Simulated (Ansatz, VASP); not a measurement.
Ru: VASP beside Ansatz

The input INCAR:

```
SYSTEM = Ru
PREC     = Accurate       ! precision mode
ENCUT    = 520            ! plane-wave cutoff, eV
EDIFF    = 1E-8           ! SCF threshold, eV
ISMEAR   = -1             ! smearing method
SIGMA    = 0.05           ! smearing width, eV
LREAL    = .False.        ! projectors in reciprocal space
LASPH    = .True.         ! aspherical terms in the spheres
NELM     = 80             ! most SCF steps
ALGO     = Normal         ! electronic algorithm
ISIF     = 2              ! what is computed and relaxed
LWAVE    = .False.        ! write WAVECAR
LCHARG   = .False.        ! write CHGCAR
GGA      = PE             ! functional
LEFG     = .True.       
NBANDS   = 13             ! bands
```

The input KPOINTS:

```
Automatic mesh
0
Gamma
  16 16 16
  0 0 0
```

POSCAR

```
Ru
1.0
    0.0000000000      1.8762399469      1.8762399469
    1.8762399469      0.0000000000      1.8762399469
    1.8762399469      1.8762399469      0.0000000000
Ru
1
Direct
    0.0000000000      0.0000000000      0.0000000000
```

Input for Ansatz:

```yaml
crystal:
  lattice:
    - [0.0, 1.8762399469, 1.8762399469]
    - [1.8762399469, 0.0, 1.8762399469]
    - [1.8762399469, 1.8762399469, 0.0]
  atoms:
    - { symbol: Ru, position: [0.0, 0.0, 0.0] }
kpoints:
  mp_grid: { grid: [16, 16, 16] }
scf:
  occupations: { method: fermi_dirac, width: 0.05 }
hamiltonian:
  xc: pbe
  pseudopotentials: { kind: all_electron, datasets: crystal }
output:
  forces: true
  stress: true
  eigenvalues: true
  efg: { contact_densities: true }
```

Change from the starting cell: volume scaled by 0.9405, crystal datasets.

Alike in both runs: task electric field gradients; functional PBE; k mesh 16 × 16 × 16; occupations fermi-dirac, width 0.05 eV; no spin polarisation.

|  | VASP | Ansatz |
| --- | --- | --- |
| version | VASP 6.6.1 | Ansatz 0.2.0 |
| potentials or method | VASP PAW PBE potentials, release 64 (Ru_pv), cutoff 520 eV | all-electron PAW with datasets made for the crystal, scalar-relativistic |

|  | VASP | Ansatz | Ansatz less VASP |
| --- | --- | --- | --- |
| pressure (GPa) | 15.8 | 15.8 | -0.01 |

Ansatz ran all-electron here, and VASP with PAW potentials.
